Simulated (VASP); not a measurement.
Set up this calculation in VASP 6.6.1, as the native input.

* Task: single point
* Functional: PBE
* Potentials or basis: VASP PAW PBE potentials, release 64 (Re, P)
* Cutoff: 520 eV
* k mesh: 4 × 4 × 4
* Occupations: gaussian, width 0.1 eV
* Spin: no spin polarisation
* Dipole correction: no
* Further INCAR settings: ALGO = Normal; EDIFF = 1e-07; NBANDS = 16

The structure of ReP2 lies in POSCAR:

```
ReP2
1.0
    3.8016080800      0.0000000000      0.0000000000
    0.0000000000      3.8016080800      0.0000000000
    0.0000000000      0.0000000000      5.3762857100
Re P
1 2
Direct
    0.0000000000      0.0000000000      0.0000000000
    0.5000000000      0.0000000000      0.2500000000
    0.0000000000      0.5000000000      0.7500000000
```

The input as run:

INCAR

```
PREC = Accurate
ENCUT = 520
EDIFF = 1E-7
ISMEAR = 0
SIGMA = 0.1
LREAL = F
LASPH = T
NELM = 100
ALGO = Normal
ISIF = 2
LWAVE = F
LCHARG = T
GGA = PE
LELF = T
LVHAR = T
NBANDS = 16
```

KPOINTS

```
regular mesh
0
Gamma
  4 4 4
```

Potentials or basis: VASP PAW PBE potentials, release 64 (Re, P).

The run is started by

```bash
$ cat potpaw_PBE.64/Re/POTCAR potpaw_PBE.64/P/POTCAR > POTCAR
$ mpirun -np 1 vasp_std > vasp.out
```

Results of the run:

```json
{
  "Pressure": "-7.9 GPa",
  "Largest force": "1.098 eV/Å"
}
```

Caveat: the k points lie up to 0.41 Å⁻¹ apart; forces of over 1 eV/Å act on the atoms, so gaps and moduli don't describe the material at rest.

It took 21 s on 1 thread of Intel Xeon 6975P-C, with other jobs on the host, peak memory 0.19 GiB.
